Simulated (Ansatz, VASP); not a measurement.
# One calculation of Mo, two programs

```
CELL_PARAMETERS angstrom
-1.60219 1.60219 1.60219
1.60219 -1.60219 1.60219
1.60219 1.60219 -1.60219
ATOMIC_POSITIONS crystal
Mo 0.00000 0.00000 0.00000
```

Alike in both runs: task single point; functional PBE; k mesh 23 × 23 × 23; occupations fermi-dirac, width 0.1 eV; no spin polarisation.

|  | VASP | Ansatz |
| --- | --- | --- |
| version | VASP 6.6.1 | Ansatz 0.2.0 |
| potentials or method | VASP PAW PBE potentials, release 64 (Mo_sv), cutoff 520 eV | plane waves (420 eV) with PAW, scalar-relativistic |
| valence electrons in the cell | 14 | 14 |

```csv
,VASP,Ansatz,Ansatz less VASP
pressure (GPa),-9.3,-9.7,-0.43
```
